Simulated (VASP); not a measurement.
Here is a VASP 6.6.1 calculation.

File INCAR:

```
PREC     = Accurate       # precision mode
ENCUT    = 520            # plane-wave cutoff, eV
EDIFF    = 1E-7           # SCF threshold, eV
ISMEAR   = 0              # smearing method
SIGMA    = 0.1            # smearing width, eV
LREAL    = F              # projectors in reciprocal space
LASPH    = T              # aspherical terms in the spheres
NELM     = 150            # most SCF steps
ALGO     = Normal         # electronic algorithm
ISIF     = 2              # what is computed and relaxed
LWAVE    = F              # write WAVECAR
LCHARG   = F              # write CHGCAR
ISPIN    = 2              # spin polarisation
MAGMOM   = 0 0 0 1        # initial moments
LORBIT   = 11             # projections on sites
LMAXMIX  = 4              # l up to which the mixer works
LDIPOL   = T            
IDIPOL   = 3            
DIPOL    = 0.5 0.5 0.333
GGA      = PE             # functional
NBANDS   = 34             # bands
```

Contents of KPOINTS:

```
Automatic mesh
0
Gamma
  10 10 1
```

File POSCAR:

```
Mo3H
1.0
    2.7370454666      0.0000000000      0.0000000000
   -0.9123484889      2.5805112132      0.0000000000
    0.0000000000      0.0000000000     21.3082440588
Mo H
3 1
Direct
    0.5000000000      0.5000000000      0.1877207708
    0.0000000000      0.0000000000      0.2888166433
    0.5000000000      0.5000000000      0.3899074948
    0.5000000000      0.5000000000      0.4668730108
```

Potentials or basis: VASP PAW PBE potentials, release 64 (Mo_sv, H).

Run with:

```console
$ cat potpaw_PBE.64/Mo_sv/POTCAR potpaw_PBE.64/H/POTCAR > POTCAR
$ mpirun -np 1 vasp_std > vasp.out
```

(1) Estimate the largest force.

(2) Estimate the net moment.

## Answers

(1) 1.254 eV/Å.

(2) 0.00 μB per cell.
